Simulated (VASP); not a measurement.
Crystal: AlNi4.

```
Al Ni
1.0
     2.53952    0.00000    0.00000
    -1.26976    2.19929    0.00000
     0.00000    0.00000   19.98585
Al Ni
2 8
Direct
  0.33333 0.66667 0.75000
  0.66667 0.33333 0.25000
  0.33333 0.66667 0.95000
  0.33333 0.66667 0.15000
  0.33333 0.66667 0.35000
  0.33333 0.66667 0.55000
  0.66667 0.33333 0.05000
  0.66667 0.33333 0.45000
  0.66667 0.33333 0.65000
  0.66667 0.33333 0.85000
```

| Item | Value |
| --- | --- |
| Program | VASP 6.6.1 |
| Task | relaxation of cell and atoms |
| Functional | PBE |
| Potentials or basis | VASP PAW PBE potentials, release 64 (Al, Ni) |
| Cutoff | 600 eV |
| k mesh | 6 × 6 × 1 |
| Occupations | gaussian, width 0.1 eV |
| Spin | collinear spin, ferromagnetic start |
| Starting moments | [0.0, 0.0, 2.0, 2.0, 2.0, 2.0, 2.0, 2.0, 2.0, 2.0] μB |

At the start: pressure 5.7 GPa; volume 11.16 Å³/atom.

Question: Where does the relaxation end?

Answer: Over 6 steps the energy falls by 12.7 meV/atom and the volume is 11.53 Å³/atom (+3.3 %); space group P6_3/mmc (No. 194, to 0.05 Å); moment 3.01 μB per cell.

Step by step:
```tsv
step	energy change (eV)	largest force (eV/Å)	pressure (GPa)	volume (Å³)
1	0.0000	0.3645	5.69	111.62
2	-0.0798	0.1613	-4.00	118.14
3	-0.1025	0.2192	-1.15	115.97
4	-0.1244	0.0955	-0.23	115.38
5	-0.1262	0.0702	0.15	115.15
6	-0.1273	0.0350	-0.06	115.29
```

Final structure:
```xyz
10
Lattice="2.5936 0.0000 0.0000 -1.2968 2.2461 0.0000 0.0000 0.0000 19.7914" Properties=species:S:1:pos:R:3 pbc="T T T"
Al    0.0000    1.4974   14.8435
Al    1.2968    0.7487    4.9478
Ni    0.0000    1.4974   18.8097
Ni    0.0000    1.4974    2.9994
Ni    0.0000    1.4974    6.8963
Ni    0.0000    1.4974   10.8773
Ni    1.2968    0.7487    0.9816
Ni    1.2968    0.7487    8.9140
Ni    1.2968    0.7487   12.8950
Ni    1.2968    0.7487   16.7920
```

Caveat: the k points lie up to 0.47 Å⁻¹ apart in the final cell.
